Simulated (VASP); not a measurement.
# MgS (Niningerite) (P1) in VASP: notebook

Runs on MgS (Niningerite). Level: PBEsol. Tasks: single point.

Everything below comes from runs of VASP 6.6.1. Logs are shortened: lines on timing, memory, paths and dates and some standing lists are left out, and cuts for length are marked.

**1. The cell of the first run**

The typed cell holds 2 atoms: a = 3.679 Å, b = 3.679 Å, c = 3.679 Å, α = 60.00°, β = 60.00°, γ = 60.00°.

**2. Single point, PBEsol**

Contents of INCAR:

```
SYSTEM = MgS
PREC = Accurate
ENCUT = 600
EDIFF = 1E-6
ISMEAR = 0
SIGMA = 0.02
LREAL = .FALSE.
LASPH = .TRUE.
NELM = 120
ALGO = Normal
ISIF = 2
LWAVE = .FALSE.
LCHARG = .TRUE.
GGA = PS
LELF = .TRUE.
LVHAR = .TRUE.
NBANDS = 11
GGA_COMPAT = .FALSE.
```

Contents of KPOINTS:

```
Automatic mesh
0
G
  4 4 4
  0 0 0
```

Contents of POSCAR:

```
MgS
1.0
    0.0000000000      2.6016500000      2.6016500000
    2.6016500000      0.0000000000      2.6016500000
    2.6016500000      2.6016500000      0.0000000000
Mg S
1 1
Direct
    0.0029374645     -0.0013627728     -0.0008885098
    0.4977730793      0.5010331314      0.5006735880
```

Potentials or basis: VASP PAW PBE potentials, release 64 (Mg, S).

The run is started by

```bash
$ cat potpaw_PBE.64/Mg/POTCAR potpaw_PBE.64/S/POTCAR > POTCAR
$ mpirun -np 1 vasp_std > vasp.out
```

OUTCAR:

```text
SYSTEM = MgS
   PREC = Accurate
   ENCUT = 600
   EDIFF = 1E-6
   ISMEAR = 0
   LREAL = .FALSE.
   LASPH = .TRUE.
   NELM = 120
   ISIF = 2
   GGA = PS

 ion  position               nearest neighbor table
   1  0.003  0.999  0.999-   2 2.59   2 2.59   2 2.59   2 2.61   2 2.61   2 2.61
   2  0.498  0.501  0.501-   1 2.59   1 2.59   1 2.59   1 2.61   1 2.61   1 2.61

  LATTYP: Found a face centered cubic cell.
 ALAT       =     5.2033000000

  Lattice vectors:

 A1 = (   0.0000000000,   2.6016500000,   2.6016500000)
 A2 = (   2.6016500000,   0.0000000000,   2.6016500000)
 A3 = (   2.6016500000,   2.6016500000,   0.0000000000)

Analysis of symmetry for initial positions (statically):
=====================================================================
 Subroutine PRICEL returns:
 Original cell was already a primitive cell.

 Routine SETGRP: Setting up the symmetry group for a
 face centered cubic supercell.

 Subroutine GETGRP returns: Found  1 space group operations
 (whereof  1 operations were pure point group operations)
 out of a pool of 48 trial point group operations.

The static configuration has the point symmetry C_1 .

Analysis of symmetry for dynamics (positions and initial velocities):
=====================================================================
 Subroutine PRICEL returns:
 Original cell was already a primitive cell.

 Routine SETGRP: Setting up the symmetry group for a
 face centered cubic supercell.

 Subroutine GETGRP returns: Found  1 space group operations
 (whereof  1 operations were pure point group operations)
 out of a pool of 48 trial point group operations.

The dynamic configuration has the point symmetry C_1 .

 Subroutine INISYM returns: Found  1 space group operations
 (whereof  1 operations are pure point group operations),
 and found     1 'primitive' translations

----------------------------------------------------------------------------------------

                                     Primitive cell

  volume of cell :      35.2190

  direct lattice vectors                    reciprocal lattice vectors
     0.000000000  2.601650000  2.601650000    -0.192185728  0.192185728  0.192185728
     2.601650000  0.000000000  2.601650000     0.192185728 -0.192185728  0.192185728
     2.601650000  2.601650000  0.000000000     0.192185728  0.192185728 -0.192185728

  length of vectors
     3.679288715  3.679288715  3.679288715     0.332875446  0.332875446  0.332875446

  position of ions in fractional coordinates (direct lattice)
     0.002937465  0.998637227  0.999111490
     0.497773079  0.501033131  0.500673588

  ion indices of the primitive-cell ions
   primitive index   ion index
                 1           1
                 2           2

----------------------------------------------------------------------------------------

 KPOINTS: Automatic mesh

Automatic generation of k-mesh.
 Grid dimensions read from file:
 generate k-points for:    4    4    4

 Generating k-lattice:

  Cartesian coordinates                     Fractional coordinates (reciprocal lattice)
    -0.048046432  0.048046432  0.048046432     0.250000000  0.000000000  0.000000000
     0.048046432 -0.048046432  0.048046432     0.000000000  0.250000000  0.000000000
     0.048046432  0.048046432 -0.048046432     0.000000000  0.000000000  0.250000000

  Length of vectors
     0.083218861  0.083218861  0.083218861

  Shift w.r.t. Gamma in fractional coordinates (k-lattice)
     0.000000000  0.000000000  0.000000000

 Subroutine IBZKPT returns following result:
 ===========================================

 Found     36 irreducible k-points:

 Following reciprocal coordinates:
            Coordinates               Weight
  0.000000  0.000000  0.000000      1.000000
  0.250000  0.000000  0.000000      2.000000
  0.000000  0.250000  0.000000      2.000000
  0.000000  0.000000  0.250000      2.000000
  0.250000  0.250000  0.250000      2.000000
  0.500000  0.000000  0.000000      1.000000
[... 16 lines left out ...]
  0.250000  0.500000  0.500000      2.000000
  0.500000  0.000000  0.250000      2.000000
 [... further k-points ...]
   k-points           NKPTS =     36   k-points in BZ     NKDIM =     36   number of bands    NBANDS=     11
   number of dos      NEDOS =    301   number of ions     NIONS =      2
   total plane-waves  NPLWV =  27000
   dimension x,y,z NGX =    30 NGY =   30 NGZ =   30
   dimension x,y,z NGXF=    60 NGYF=   60 NGZF=   60
   ions per type =               1   1
   NGX,Y,Z   is equivalent  to a cutoff of  13.56, 13.56, 13.56 a.u.
   NGXF,Y,Z  is equivalent  to a cutoff of  27.11, 27.11, 27.11 a.u.
 SYSTEM =  MgS
   PREC   = accura    normal or accurate (medium, high low for compatibility)
   ISTART =      0    job   : 0-new  1-cont  2-samecut
   ICHARG =      2    charge: 1-file 2-atom 10-const
   ISPIN  =      1    spin polarized calculation?
   LNONCOLLINEAR =      F non collinear calculations
   LSORBIT =      F    spin-orbit coupling
   LASPH  =      T    aspherical Exc in radial PAW
   ENCUT  =  600.0 eV  44.10 Ry    6.64 a.u.   7.35  7.35  7.35*2*pi/ulx,y,z
   NELM   =    120;   NELMIN=  2; NELMDL= -5     # of ELM steps
   EDIFF  = 0.1E-05   stopping-criterion for ELM
   LREAL  =      F    real-space projection
   EDIFFG = 0.1E-04   stopping-criterion for IOM
   NSW    =      0    number of steps for IOM
   IBRION =     -1    ionic relax: 0-MD 1-quasi-New 2-CG
   NFREE  =      0    steps in history (QN), initial steepest desc. (CG)
   ISIF   =      2    stress and relaxation
   ISYM   =      2    0-nonsym 1-usesym 2-fastsym
   POTIM  = 0.5000    time-step for ionic-motion
   TEBEG  =    0.0;   TEEND  =   0.0 temperature during run
   PSTRESS=    0.0 pullay stress
   NELECT =       8.0000    total number of electrons
   NUPDOWN=      -1.0000    fix difference up-down
   EMIN   =  10.00;   EMAX   =-10.00  energy-range for DOS
   EFERMI =   0.00;   METHOD = LEGACY
   ISMEAR =     0;   SIGMA  =   0.02  broadening in eV -4-tet -1-fermi 0-gaus
   EFERMI_NEDOS =   21; number of points for ismear=-14 and -15
   IALGO  =     38    algorithm
   IMIX   =      4    mixing-type and parameters
     AMIX     =   0.40;   BMIX     =  1.00
     AMIX_MAG =   1.60;   BMIX_MAG =  1.00
  volume/ion in A,a.u.               =      17.61       118.83
  Fermi-wavevector in a.u.,A,eV,Ry     =   0.998878  1.887606 13.575323  0.997758
  Thomas-Fermi vector in A             =   2.131131
   LORBIT       =      0    0 simple, 1 ext, 2 COOP (PROOUT), +10 PAW based schemes
   GGA     = PS    functional components
   LHFCALC =     F    Hartree Fock is set to
   AEXX    =    0.0000 exact exchange contribution
   IVDW    =     0    specifies the selected vdW correction
   LEPSILON=     F    determine dielectric tensor
   LRPA    =     F    only Hartree local field effects (RPA)
 non-spin polarized calculation
 Gauss-broadening in eV      SIGMA  =   0.02
  energy-cutoff  :      600.00
  volume of cell :       35.22
 maximum number of plane-waves:      1211
 NGX is ok and might be reduce to    30
   NGX = 15   NGY = 15   NGZ = 15

 number of electron       7.9999999 magnetization

 Free energy of the ion-electron system (eV)
  ---------------------------------------------------
  ext. energy  EPLUGINS =         0.00000000
  ---------------------------------------------------
  free energy    TOTEN  =        -9.02207585 eV

  energy without entropy =       -9.02207585  energy(sigma->0) =       -9.02207585

 E-fermi :   3.8456     XC(G=0):  -9.8294

 val. band max:        3.7058836917   @ k =   0.0000   0.0000   0.0000
 cond. band min:       6.3823541387   @ k =   0.5000   0.5000   0.0000
 fundamental gap:      2.6764704470
 Fermi energy:         3.8455723917

 k-point     1 :       0.0000    0.0000    0.0000
  band No.  band energies     occupation
      1      -8.9794      2.00000
      2       3.7054      2.00000
      3       3.7055      2.00000
      4       3.7059      2.00000
      5       7.2844      0.00000
      6      11.5378      0.00000
      7      11.5379      0.00000
      8      11.5382      0.00000
      9      13.9981      0.00000
     10      13.9982      0.00000
     11      15.9770      0.00000

 k-point     2 :       0.2500    0.0000    0.0000
  band No.  band energies     occupation
      1      -8.4111      2.00000
      2       0.8473      2.00000
      3       3.3773      2.00000
      4       3.3774      2.00000
      5       8.5179      0.00000
      6      11.4214      0.00000
      7      11.4215      0.00000
      8      11.9054      0.00000
      9      13.9014      0.00000
     10      13.9014      0.00000
     11      15.4363      0.00000

 k-point     3 :       0.0000    0.2500    0.0000
  band No.  band energies     occupation
      1      -8.4111      2.00000
      2       0.8471      2.00000
      3       3.3772      2.00000
      4       3.3777      2.00000
      5       8.5177      0.00000
      6      11.4215      0.00000
      7      11.4218      0.00000
      8      11.9056      0.00000
      9      13.9011      0.00000
     10      13.9017      0.00000
     11      15.4356      0.00000
[... 267 lines left out ...]
 k-point    23 :       0.2500    0.5000    0.5000
  band No.  band energies     occupation
      1      -7.4803      2.00000
      2      -0.4072      2.00000
      3       1.4499      2.00000
      4       2.4776      2.00000
      5       7.9965      0.00000
      6      10.3384      0.00000
      7      12.3873      0.00000
      8      12.5973      0.00000
      9      16.2367      0.00000
     10      18.2598      0.00000
     11      19.1284      0.00000

 k-point    24 :       0.5000    0.0000    0.2500
  band No.  band energies     occupation
      1      -7.4803      2.00000
      2      -0.4069      2.00000
      3       1.4496      2.00000
      4       2.4776      2.00000
      5       7.9964      0.00000
      6      10.3385      0.00000
      7      12.3874      0.00000
      8      12.5971      0.00000
      9      16.2360      0.00000
     10      18.2599      0.00000
     11      19.1288      0.00000

 [... further k-points ...]

------------------------ aborting loop because EDIFF is reached ----------------------------------------

  FORCE on cell =-STRESS in cart. coord.  units (eV):
  Direction    XX          YY          ZZ          XY          YZ          ZX
  --------------------------------------------------------------------------------------
  -------------------------------------------------------------------------------------
  Total       -0.1594224     -0.1598919     -0.1609024      0.0003184     -0.0002139      0.0001523
  in kB       -7.2524279     -7.2737828     -7.3197552      0.0144824     -0.0097301      0.0069306
  external PRESSURE =      -7.2819887 kB  Pullay stress =       0.0000000 kB

 VOLUME and BASIS-vectors are now :
 -----------------------------------------------------------------------------
  energy-cutoff  :      600.00
  volume of cell :       35.22
      direct lattice vectors                 reciprocal lattice vectors
     0.000000000  2.601650000  2.601650000    -0.192185728  0.192185728  0.192185728
     2.601650000  0.000000000  2.601650000     0.192185728 -0.192185728  0.192185728
     2.601650000  2.601650000  0.000000000     0.192185728  0.192185728 -0.192185728

 POSITION                                       TOTAL-FORCE (eV/Angst)
 -----------------------------------------------------------------------------------
      5.19744      2.60698      2.60575         0.028196     -0.025661     -0.019707
      2.60609      2.59761      2.59854        -0.028196      0.025661      0.019707
 -----------------------------------------------------------------------------------
    total drift:                                0.000024     -0.000022     -0.000020

  FREE ENERGIE OF THE ION-ELECTRON SYSTEM (eV)
  ---------------------------------------------------
  free  energy   TOTEN  =        -9.0220758548 eV

  energy  without entropy=       -9.0220758548  energy(sigma->0) =       -9.02207585
```

Wall time 9.5 s (1 thread of AMD EPYC 9R45 (Zen 5), shared host); peak memory 0.14 GiB.

What came out:

```yaml
Free_energy: -9.0221 eV
Pressure: -0.7 GPa
Largest_force: 0.043 eV/Å
Band_gap_on_the_k_mesh: 2.68 eV, indirect (least direct gap 3.58 eV)
```

Forces on the atoms (eV/Å):
```
Mg   0.028 -0.026 -0.020
S   -0.028  0.026  0.020
```

Caveat: the k points lie up to 0.52 Å⁻¹ apart; the PAW data sets were made with another functional, which shifts forces and pressure a little.

**3. Single point, PBEsol**

Contents of INCAR:

```
PREC = Accurate ; ENCUT = 600
EDIFF = 1E-6 ; ISMEAR = 0
SIGMA = 0.02 ; LREAL = F
LASPH = T ; NELM = 120
ALGO = Normal ; ISIF = 2
LWAVE = F ; LCHARG = T
GGA = PS ; LELF = T
LVHAR = T ; NBANDS = 11
GGA_COMPAT = F
```

Contents of KPOINTS:

```
Automatic mesh
0
Gamma
  4 4 4
```

Contents of POSCAR:

```
MgS
1.0
    0.0000000000      2.6016500000      2.6016500000
    2.6016500000      0.0000000000      2.6016500000
    2.6016500000      2.6016500000      0.0000000000
Mg S
1 1
Direct
    0.0039144402     -0.0018160191     -0.0011840208
    0.4970324244      0.5013767420      0.5008976178
```

Potentials or basis: VASP PAW PBE potentials, release 64 (Mg, S).

The run is started by

```bash
$ cat potpaw_PBE.64/Mg/POTCAR potpaw_PBE.64/S/POTCAR > POTCAR
$ mpirun -np 1 vasp_std > vasp.out
```

Run time: 9.9 s. Hardware: 1 thread of AMD EPYC 9R45 (Zen 5), shared host; peak memory 0.14 GiB.

It converged, with:

```
Free energy            : -9.0218 eV
Pressure               : -0.7 GPa
Largest force          : 0.057 eV/Å
Band gap on the k mesh : 2.68 eV, indirect (least direct gap 3.58 eV)
```

Forces on the atoms (eV/Å):
```
Mg   0.038 -0.034 -0.026
S   -0.038  0.034  0.026
```

Levels at points of the mesh, in eV from the valence-band top:
```
           k point  band 2  band 3  band 4  band 5  band 6  band 7
(0.00, 0.00, 0.00)    0.00    0.00    0.00    3.58    7.83    7.83
(0.50, 0.00, 0.00)   -4.91   -0.60   -0.60    4.38    6.80    6.80
(0.00, 0.50, 0.00)   -4.91   -0.60   -0.60    4.38    6.80    6.80
(0.00, 0.00, 0.50)   -4.91   -0.60   -0.60    4.38    6.80    6.80
(0.50, 0.50, 0.50)   -4.91   -0.60   -0.60    4.38    6.80    6.80
(0.50, 0.50, 0.00)   -4.27   -1.72   -1.71    2.68    4.22   11.87
(0.00, 0.50, 0.50)   -4.27   -1.71   -1.71    2.68    4.22   11.87
(0.50, 0.00, 0.50)   -4.27   -1.71   -1.71    2.68    4.22   11.87
```

Caveat: the k points lie up to 0.52 Å⁻¹ apart; the PAW data sets were made with another functional, which shifts forces and pressure a little. Expect the measured gap to be larger: semilocal functionals such as PBEsol lack the derivative discontinuity.

**4. Single point, PBEsol**

Contents of INCAR:

```
SYSTEM = MgS
PREC = Accurate
ENCUT = 600
EDIFF = 1E-6
ISMEAR = 0
SIGMA = 0.02
LREAL = .FALSE.
LASPH = .TRUE.
NELM = 120
ALGO = Normal
ISIF = 2
LWAVE = .FALSE.
LCHARG = .FALSE.
GGA = PS
NBANDS = 11
GGA_COMPAT = .FALSE.
```

Contents of KPOINTS:

```
regular mesh
0
G
  4 4 4
  0 0 0
```

Contents of POSCAR:

```
MgS
1.0
    0.0000000000      2.6016500000      2.6016500000
    2.6016500000      0.0000000000      2.6016500000
    2.6016500000      2.6016500000      0.0000000000
Mg S
1 1
Direct
    0.0048895494     -0.0022683989     -0.0014789672
    0.4962931845      0.5017196956      0.5011212197
```

The run is started by

```bash
$ cat potpaw_PBE.64/Mg/POTCAR potpaw_PBE.64/S/POTCAR > POTCAR
$ mpirun -np 1 vasp_std > vasp.out
```

Run time: 9.9 s. Hardware: 1 thread of AMD EPYC 9R45 (Zen 5), shared host; peak memory 0.14 GiB.

Results (log left out):

| Property | Result |
| --- | --- |
| Free energy | -9.0215 eV |
| Pressure | -0.7 GPa |
| Largest force | 0.071 eV/Å |
| Band gap on the k mesh | 2.68 eV, indirect (least direct gap 3.58 eV) |

Forces in eV/Å, atoms in the order of the input:
```
Mg   0.047 -0.043 -0.033
S   -0.047  0.043  0.033
```

Levels at points of the mesh, in eV from the valence-band top:
```
           k point  band 2  band 3  band 4  band 5  band 6  band 7
(0.00, 0.00, 0.00)    0.00    0.00    0.00    3.58    7.83    7.83
(0.50, 0.00, 0.00)   -4.91   -0.60   -0.60    4.38    6.80    6.80
(0.00, 0.50, 0.00)   -4.91   -0.60   -0.60    4.38    6.80    6.80
(0.00, 0.00, 0.50)   -4.91   -0.60   -0.60    4.38    6.80    6.80
(0.50, 0.50, 0.50)   -4.91   -0.60   -0.60    4.38    6.80    6.80
(0.50, 0.50, 0.00)   -4.27   -1.72   -1.71    2.68    4.22   11.87
(0.00, 0.50, 0.50)   -4.27   -1.72   -1.71    2.68    4.22   11.87
(0.50, 0.00, 0.50)   -4.27   -1.72   -1.71    2.68    4.22   11.87
```

Caveat: the k points lie up to 0.52 Å⁻¹ apart; the PAW data sets were made with another functional, which shifts forces and pressure a little.

**5. Single point, PBEsol**

Contents of INCAR:

```
PREC     = Accurate       # precision mode
ENCUT    = 600            # plane-wave cutoff, eV
EDIFF    = 1E-6           # SCF threshold, eV
ISMEAR   = 0              # smearing method
SIGMA    = 0.02           # smearing width, eV
LREAL    = F              # projectors in reciprocal space
LASPH    = T              # aspherical terms in the spheres
NELM     = 120            # most SCF steps
ALGO     = Normal         # electronic algorithm
ISIF     = 2              # what is computed and relaxed
LWAVE    = F              # write WAVECAR
LCHARG   = F              # write CHGCAR
GGA      = PS             # functional
NBANDS   = 11             # bands
GGA_COMPAT= F
```

Contents of KPOINTS:

```
regular mesh
0
Gamma
  4 4 4
```

Contents of POSCAR:

```
MgS
1.0
    0.0000000000      2.6016500000      2.6016500000
    2.6016500000      0.0000000000      2.6016500000
    2.6016500000      2.6016500000      0.0000000000
Mg S
1 1
Direct
    0.0058623270     -0.0027196960     -0.0017732086
    0.4955557122      0.5020618285      0.5013442870
```

The run is started by

```bash
$ cat potpaw_PBE.64/Mg/POTCAR potpaw_PBE.64/S/POTCAR > POTCAR
$ mpirun -np 1 vasp_std > vasp.out
```

Run time: 9.7 s. Hardware: 1 thread of AMD EPYC 9R45 (Zen 5), shared host; peak memory 0.14 GiB.

Results (log left out):

* Free energy: -9.0211 eV
* Pressure: -0.7 GPa
* Largest force: 0.086 eV/Å
* Band gap on the k mesh: 2.68 eV, indirect (least direct gap 3.58 eV)

Forces on the atoms (eV/Å):
```
Mg   0.056 -0.051 -0.039
S   -0.056  0.051  0.039
```

Levels at points of the mesh, in eV from the valence-band top:
```tsv
k point	band 2	band 3	band 4	band 5	band 6	band 7
(0.00, 0.00, 0.00)	0.00	0.00	0.00	3.58	7.83	7.83
(0.50, 0.00, 0.00)	-4.91	-0.60	-0.60	4.38	6.80	6.80
(0.00, 0.50, 0.00)	-4.91	-0.60	-0.60	4.38	6.80	6.80
(0.00, 0.00, 0.50)	-4.91	-0.60	-0.60	4.38	6.80	6.80
(0.50, 0.50, 0.50)	-4.91	-0.60	-0.60	4.38	6.80	6.80
(0.50, 0.50, 0.00)	-4.27	-1.72	-1.71	2.68	4.22	11.87
(0.00, 0.50, 0.50)	-4.27	-1.72	-1.71	2.68	4.22	11.86
(0.50, 0.00, 0.50)	-4.27	-1.72	-1.71	2.68	4.22	11.87
```

Caveat: the k points lie up to 0.52 Å⁻¹ apart; the PAW data sets were made with another functional, which shifts forces and pressure a little.
